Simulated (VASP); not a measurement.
# ZrB2 (P6/mmm) in VASP: notebook

ZrB2 is run at these levels: PBEsol; tasks: relaxation of shape and atoms at fixed volume, relaxation of cell and atoms, single point.

Everything below comes from runs of VASP 6.6.1. Logs are shortened: lines on timing, memory, paths and dates and some standing lists are left out, and cuts for length are marked.

### Step 1. The cell of the first run

The structure is hexagonal, space group P6/mmm (No. 191). The conventional cell has a = 3.215 Å, b = 3.215 Å, c = 3.580 Å, α = 90.00°, β = 90.00°, γ = 120.00°. Zr (site symmetry 6/mmm) has 12 B at 2.58 Å and 6 Zr at 3.21 Å within 3.4 Å. Within 2.5 Å of B (site symmetry -6m2) lie 3 B at 1.86 Å.

### Step 2. Relaxation of shape and atoms at fixed volume, PBEsol (volume scaled by 1.06)

The input, INCAR:

```
SYSTEM = ZrB2
PREC = Accurate
ENCUT = 600
EDIFF = 1E-6
ISMEAR = 0
SIGMA = 0.1
LREAL = .False.
LASPH = .True.
NELM = 80
ALGO = Normal
ISIF = 4
LWAVE = .False.
LCHARG = .False.
GGA = PS
IBRION = 2
NSW = 50
EDIFFG = -0.01
```

The input, KPOINTS:

```
regular mesh
0
Gamma
  18 18 12
  0 0 0
```

The input, POSCAR:

```
ZrB2
1.0
    3.2148779207      0.0000000000      0.0000000000
   -1.6074389604      2.7841659494      0.0000000000
    0.0000000000      0.0000000000      3.5798556424
Zr B
1 2
Direct
    0.0000000000      0.0000000000      0.0000000000
    0.3333333333      0.6666666667      0.5000000000
    0.6666666667      0.3333333333      0.5000000000
```

Potentials or basis: VASP PAW PBE potentials, release 64 (Zr_sv, B).

On the command line:

```bash
cat potpaw_PBE.64/Zr_sv/POTCAR potpaw_PBE.64/B/POTCAR > POTCAR
mpirun -np 1 vasp_std > vasp.out
```

OUTCAR:

```text
SYSTEM = ZrB2
   PREC = Accurate
   ENCUT = 600
   EDIFF = 1E-6
   ISMEAR = 0
   LREAL = .False.
   LASPH = .True.
   NELM = 80
   ISIF = 4
   GGA = PS
   IBRION = 2
   NSW = 50
   EDIFFG = -0.01

 ion  position               nearest neighbor table
   1  0.000  0.000  0.000-   2 2.58   3 2.58   2 2.58   3 2.58   3 2.58   3 2.58   2 2.58   2 2.58
                             3 2.58   3 2.58   2 2.58   2 2.58
   2  0.333  0.667  0.500-   3 1.86   3 1.86   3 1.86   1 2.58   1 2.58   1 2.58   1 2.58   1 2.58
                             1 2.58
   3  0.667  0.333  0.500-   2 1.86   2 1.86   2 1.86   1 2.58   1 2.58   1 2.58   1 2.58   1 2.58
                             1 2.58

  LATTYP: Found a hexagonal cell.
 ALAT       =     3.2148779207
 C/A-ratio  =     1.1135277080

  Lattice vectors:

 A1 = (   3.2148779207,   0.0000000000,   0.0000000000)
 A2 = (  -1.6074389604,   2.7841659494,   0.0000000000)
 A3 = (   0.0000000000,   0.0000000000,   3.5798556424)

Analysis of symmetry for initial positions (statically):
=====================================================================
 Subroutine PRICEL returns:
 Original cell was already a primitive cell.

 Routine SETGRP: Setting up the symmetry group for a
 hexagonal supercell.

 Subroutine GETGRP returns: Found 24 space group operations
 (whereof 24 operations were pure point group operations)
 out of a pool of 24 trial point group operations.

The static configuration has the point symmetry D_6h.

Analysis of symmetry for dynamics (positions and initial velocities):
=====================================================================
 Subroutine PRICEL returns:
 Original cell was already a primitive cell.

 Routine SETGRP: Setting up the symmetry group for a
 hexagonal supercell.

 Subroutine GETGRP returns: Found 24 space group operations
 (whereof 24 operations were pure point group operations)
 out of a pool of 24 trial point group operations.

The dynamic configuration has the point symmetry D_6h.

 Subroutine INISYM returns: Found 24 space group operations
 (whereof 24 operations are pure point group operations),
 and found     1 'primitive' translations

----------------------------------------------------------------------------------------

                                     Primitive cell

  volume of cell :      32.0424

  direct lattice vectors                    reciprocal lattice vectors
     3.214877921  0.000000000  0.000000000     0.311053802  0.179586996  0.000000000
    -1.607438960  2.784165949  0.000000000     0.000000000  0.359173993  0.000000000
     0.000000000  0.000000000  3.579855642     0.000000000  0.000000000  0.279340873

  length of vectors
     3.214877921  3.214877921  3.579855642     0.359173993  0.359173993  0.279340873

  position of ions in fractional coordinates (direct lattice)
     0.000000000  0.000000000  0.000000000
     0.333333333  0.666666667  0.500000000
     0.666666667  0.333333333  0.500000000

  ion indices of the primitive-cell ions
   primitive index   ion index
                 1           1
                 2           2
                 3           3

----------------------------------------------------------------------------------------

 KPOINTS: regular mesh

Automatic generation of k-mesh.
 Grid dimensions read from file:
 generate k-points for:   18   18   12

 Generating k-lattice:
[... 71 lines left out ...]
   TEBEG  =    0.0;   TEEND  =   0.0 temperature during run
   PSTRESS=    0.0 pullay stress
   NELECT =      18.0000    total number of electrons
   NUPDOWN=      -1.0000    fix difference up-down
   EMIN   =  10.00;   EMAX   =-10.00  energy-range for DOS
   EFERMI =   0.00;   METHOD = LEGACY
   ISMEAR =     0;   SIGMA  =   0.10  broadening in eV -4-tet -1-fermi 0-gaus
   EFERMI_NEDOS =   21; number of points for ismear=-14 and -15
   IALGO  =     38    algorithm
   IMIX   =      4    mixing-type and parameters
     AMIX     =   0.40;   BMIX     =  1.00
     AMIX_MAG =   1.60;   BMIX_MAG =  1.00
  volume/ion in A,a.u.               =      10.68        72.08
  Fermi-wavevector in a.u.,A,eV,Ry     =   1.350799  2.552639 24.825967  1.824657
  Thomas-Fermi vector in A             =   2.478273
   LORBIT       =      0    0 simple, 1 ext, 2 COOP (PROOUT), +10 PAW based schemes
   GGA     = PS    functional components
   LHFCALC =     F    Hartree Fock is set to
   AEXX    =    0.0000 exact exchange contribution
   IVDW    =     0    specifies the selected vdW correction
   LEPSILON=     F    determine dielectric tensor
   LRPA    =     F    only Hartree local field effects (RPA)
 conjugate gradient relaxation of ions
 non-spin polarized calculation
 Gauss-broadening in eV      SIGMA  =   0.10
  energy-cutoff  :      600.00
  volume of cell :       32.04
 maximum number of plane-waves:      1095
 NGX is ok and might be reduce to    28
   NGX = 13   NGY = 13   NGZ = 15

--------------------------------------- Ionic step        1  -------------------------------------------

 number of electron      18.0000000 magnetization

 Free energy of the ion-electron system (eV)
  ---------------------------------------------------
  ext. energy  EPLUGINS =         0.00000000
  ---------------------------------------------------
  free energy    TOTEN  =       -26.33219910 eV

  energy without entropy =      -26.33105152  energy(sigma->0) =      -26.33162531

------------------------ aborting loop because EDIFF is reached ----------------------------------------

  FORCE on cell =-STRESS in cart. coord.  units (eV):
  Direction    XX          YY          ZZ          XY          YZ          ZX
  --------------------------------------------------------------------------------------
  -------------------------------------------------------------------------------------
  Total       -2.5892742     -2.5892742     -2.4662711      0.0000000     -0.0000000      0.0000000
  in kB     -129.4683180   -129.4683180   -123.3179444      0.0000000     -0.0000000      0.0000000
  external PRESSURE =    -127.4181935 kB  Pullay stress =       0.0000000 kB

 VOLUME and BASIS-vectors are now :
 -----------------------------------------------------------------------------
  energy-cutoff  :      600.00
  volume of cell :       32.04
      direct lattice vectors                 reciprocal lattice vectors
     3.214877921  0.000000000  0.000000000     0.311053802  0.179586996  0.000000000
    -1.607438960  2.784165949  0.000000000     0.000000000  0.359173993  0.000000000
     0.000000000  0.000000000  3.579855642     0.000000000  0.000000000  0.279340873

 POSITION                                       TOTAL-FORCE (eV/Angst)
 -----------------------------------------------------------------------------------
      0.00000      0.00000      0.00000         0.000000      0.000000      0.000000
     -0.00000      1.85611      1.78993         0.000000      0.000000      0.000000
      1.60744      0.92806      1.78993        -0.000000     -0.000000     -0.000000
 -----------------------------------------------------------------------------------
    total drift:                               -0.000000      0.000000      0.000000

  FREE ENERGIE OF THE ION-ELECTRON SYSTEM (eV)
  ---------------------------------------------------
  free  energy   TOTEN  =       -26.3321991041 eV

  energy  without entropy=      -26.3310515220  energy(sigma->0) =      -26.33162531

--------------------------------------- Ionic step        2  -------------------------------------------

 number of electron      18.0000000 magnetization

 Free energy of the ion-electron system (eV)
  ---------------------------------------------------
  ext. energy  EPLUGINS =         0.00000000
  ---------------------------------------------------
  free energy    TOTEN  =       -26.33228641 eV

  energy without entropy =      -26.33113555  energy(sigma->0) =      -26.33171098

 E-fermi :  10.0199     XC(G=0): -12.3458

 val. band max:       10.0197537665   @ k =   0.2222   0.2222   0.0833
 cond. band min:      10.0236167397   @ k =   0.0000   0.0000   0.2500
 fundamental gap:      0.0038629732
 Fermi energy:        10.0198692952

 k-point     1 :       0.0000    0.0000    0.0000
  band No.  band energies     occupation
      1     -38.6645      2.00000
      2     -16.8669      2.00000
      3     -16.3588      2.00000
      4     -16.3588      2.00000
      5      -2.5286      2.00000
      6       7.4420      2.00000
      7       7.4420      2.00000
      8       7.4445      2.00000
      9       7.6302      2.00000
     10      13.1866      0.00000
     11      13.1866      0.00000
     12      13.9603      0.00000
     13      13.9603      0.00000
[... 354 lines left out ...]
  band No.  band energies     occupation
      1     -38.5653      2.00000
      2     -17.1355      2.00000
      3     -16.7156      2.00000
      4     -16.6054      2.00000
      5       0.7988      2.00000
      6       2.2577      2.00000
      7       5.7906      2.00000
      8       6.3857      2.00000
      9       8.6086      2.00000
     10      10.3514      0.00000
     11      13.1495      0.00000
     12      14.3322      0.00000
     13      14.7797      0.00000

 [... further k-points ...]

------------------------ aborting loop because EDIFF is reached ----------------------------------------

  FORCE on cell =-STRESS in cart. coord.  units (eV):
  Direction    XX          YY          ZZ          XY          YZ          ZX
  --------------------------------------------------------------------------------------
  -------------------------------------------------------------------------------------
  Total       -2.5459500     -2.5459500     -2.5439260      0.0000000     -0.0000000      0.0000000
  in kB     -127.3020296   -127.3020296   -127.2008278      0.0000000     -0.0000000      0.0000000
  external PRESSURE =    -127.2682957 kB  Pullay stress =       0.0000000 kB

 VOLUME and BASIS-vectors are now :
 -----------------------------------------------------------------------------
  energy-cutoff  :      600.00
  volume of cell :       32.04
      direct lattice vectors                 reciprocal lattice vectors
     3.212759642  0.000000000  0.000000000     0.311258890  0.179705404  0.000000000
    -1.606379821  2.782331466 -0.000000000    -0.000000000  0.359410808  0.000000000
     0.000000000 -0.000000000  3.584577833    -0.000000000  0.000000000  0.278972880

 POSITION                                       TOTAL-FORCE (eV/Angst)
 -----------------------------------------------------------------------------------
      0.00000      0.00000      0.00000         0.000000      0.000000     -0.000000
     -0.00000      1.85489      1.79229        -0.000000     -0.000000     -0.000000
      1.60638      0.92744      1.79229         0.000000      0.000000      0.000000
 -----------------------------------------------------------------------------------
    total drift:                               -0.000000      0.000000      0.000000

  FREE ENERGIE OF THE ION-ELECTRON SYSTEM (eV)
  ---------------------------------------------------
  free  energy   TOTEN  =       -26.3322864100 eV

  energy  without entropy=      -26.3311355500  energy(sigma->0) =      -26.33171098

 reached required accuracy - stopping structural energy minimisation
```

Wall time 2.1 min (1 thread of Intel Xeon Platinum 8488C (Sapphire Rapids), shared host); peak memory 0.28 GiB.

Results:

```
Free energy               : -26.3323 eV
Energy gained by relaxing : 0.0 meV/atom
Ionic steps               : 2
Pressure after relaxing   : -12.7 GPa
Band gap on the k mesh    : zero (band 9 reaches 10.70 eV, above the bottom of band 10 at 9.48 eV)
```

Final structure:
```
Zr B
1.0
     3.21276    0.00000    0.00000
    -1.60638    2.78233    0.00000
     0.00000    0.00000    3.58458
Zr B
1 2
Direct
  0.00000 0.00000 0.00000
  0.33333 0.66667 0.50000
  0.66667 0.33333 0.50000
```

Caveat: the cell differs from its parent crystal (volume scaled by 1.06); the PAW data sets were made with another functional, which shifts forces and pressure a little.

### Step 3. Relaxation of shape and atoms at fixed volume, PBEsol (volume scaled by 1.10)

The input, INCAR:

```
ALGO     = Normal         # electronic algorithm
EDIFF    = 1E-7           # SCF threshold, eV
EDIFFG   = -0.01          # ionic threshold
ENCUT    = 600            # plane-wave cutoff, eV
GGA      = PS             # functional
IBRION   = 2              # ionic algorithm
ISIF     = 4              # what is computed and relaxed
ISMEAR   = 0              # smearing method
LASPH    = T              # aspherical terms in the spheres
LCHARG   = F              # write CHGCAR
LREAL    = F              # projectors in reciprocal space
LWAVE    = F              # write WAVECAR
NELM     = 100            # most SCF steps
NSW      = 50             # ionic steps
PREC     = Accurate       # precision mode
SIGMA    = 0.1            # smearing width, eV
```

The input, KPOINTS:

```
k-points
0
Gamma
  18 18 12
```

The input, POSCAR:

```
ZrB2
1.0
    3.2526384808      0.0000000000      0.0000000000
   -1.6263192404      2.8168675537      0.0000000000
    0.0000000000      0.0000000000      3.6291900761
Zr B
1 2
Direct
    0.0000000000      0.0000000000      0.0000000000
    0.3333333333      0.6666666667      0.5000000000
    0.6666666667      0.3333333333      0.5000000000
```

Potentials or basis: VASP PAW PBE potentials, release 64 (Zr_sv, B).

On the command line:

```bash
cat potpaw_PBE.64/Zr_sv/POTCAR potpaw_PBE.64/B/POTCAR > POTCAR
mpirun -np 1 vasp_std > vasp.out
```

It took 2.7 min on 1 thread of Intel Xeon Platinum 8488C (Sapphire Rapids), shared host; peak memory 0.28 GiB.

It converged, with:

| Item | Value |
| --- | --- |
| Free energy | -26.2105 eV |
| Energy gained by relaxing | 0.1 meV/atom |
| Ionic steps | 2 |
| Pressure after relaxing | -19.5 GPa |
| Band gap on the k mesh | zero (band 9 reaches 10.29 eV, above the bottom of band 10 at 9.09 eV) |

Step by step:
| step | energy change (eV) | largest force (eV/Å) | pressure (GPa) | volume (Å³) |
| --- | --- | --- | --- | --- |
| 1 | 0.0000 | 0.0000 | -19.55 | 33.25 |
| 2 | -0.0002 | 0.0000 | -19.51 | 33.25 |

Final structure:
```cif
data_structure
_symmetry_space_group_name_H-M 'P 1'
_symmetry_Int_Tables_number 1
_cell_length_a 3.2496
_cell_length_b 3.2496
_cell_length_c 3.6359
_cell_angle_alpha 90.000
_cell_angle_beta 90.000
_cell_angle_gamma 120.000
_cell_volume 33.25
loop_
_atom_site_label
_atom_site_type_symbol
_atom_site_fract_x
_atom_site_fract_y
_atom_site_fract_z
_atom_site_occupancy
Zr1 Zr 0.00000 0.00000 0.00000 1
B1 B 0.33333 0.66667 0.50000 1
B2 B 0.66667 0.33333 0.50000 1
```

Levels at points of the mesh, in eV from the Fermi level:
```tsv
k point	band 6	band 7	band 8	band 9	band 10	band 11	band 12	band 13
(0.00, 0.00, 0.00)	-2.50	-2.49	-2.49	-2.41	3.01	3.01	3.74	3.74
(0.50, 0.00, 0.00)	-8.44	-3.70	-2.98	-2.54	2.03	2.06	4.44	4.44
(0.00, 0.00, 0.50)	-6.79	-0.93	-0.93	0.27	0.27	0.66	0.66	1.54
(0.50, 0.00, 0.50)	-6.91	-4.36	-3.93	-2.17	3.26	3.66	4.75	5.50
```

Caveat: the cell differs from its parent crystal (volume scaled by 1.10); the PAW data sets were made with another functional, which shifts forces and pressure a little.

(Part 1 of 2 ends here.)
